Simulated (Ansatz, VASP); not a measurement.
# Ga6HN6 in VASP and in Ansatz

```xyz
26
Lattice="6.3931 0.0000 0.0000 0.0000 5.2086 0.0000 0.0000 0.0000 24.4594" Properties=species:S:1:pos:R:3 pbc="T T T"
Ga    3.1966    0.0042    8.0000
Ga    0.0000    0.0042    8.0000
Ga    4.7948    2.6085    8.9228
Ga    1.5983    2.6085    8.9228
Ga    4.7948    0.0042   10.7683
Ga    1.5983    0.0042   10.7683
Ga    0.0010    2.5983   11.6379
Ga    3.1954    2.5983   11.6380
Ga    0.0008    0.0211   13.6159
Ga    3.1948    0.0210   13.6160
Ga    1.5980    2.4498   14.2066
Ga    4.7946    2.4450   14.1738
N     3.1966    3.2511    8.0000
N     0.0000    3.2511    8.0000
N     4.7948    0.6468    8.9228
N     1.5983    0.6468    8.9228
N     4.7948    3.2511   10.7683
N     1.5983    3.2511   10.7683
N     0.0007    0.6416   11.6671
N     3.1957    0.6415   11.6673
N     0.0027    3.2724   13.5534
N     3.1933    3.2723   13.5533
N     1.5977    0.6339   14.4519
N     4.7944    0.6374   14.4374
H     1.6073    4.0596   16.1084
H     1.6144    3.3899   16.4826
```

Alike in both runs: task single point; functional PBE; dispersion D3(BJ); k mesh 3 × 3 × 1; occupations gaussian, width 0.05 eV; no spin polarisation.

```csv
,VASP,Ansatz
version,VASP 6.6.1,Ansatz 0.2.0
potentials or method,"VASP PAW PBE potentials, release 64 (Ga_d, N, H), cutoff 520 eV","scalar-relativistic, plane waves, PAW"
valence electrons in the cell,218,218
```

|  | VASP | Ansatz | Ansatz less VASP |
| --- | --- | --- | --- |
| gap on the k mesh at the Fermi level (eV) | 0.75 | 0.76 | +0.011 |
| least direct gap on the mesh (eV) | 0.75 | 0.76 | +0.011 |
| rms of the force components (eV/Å) | 0.573 | 0.575 | +0.0016 |
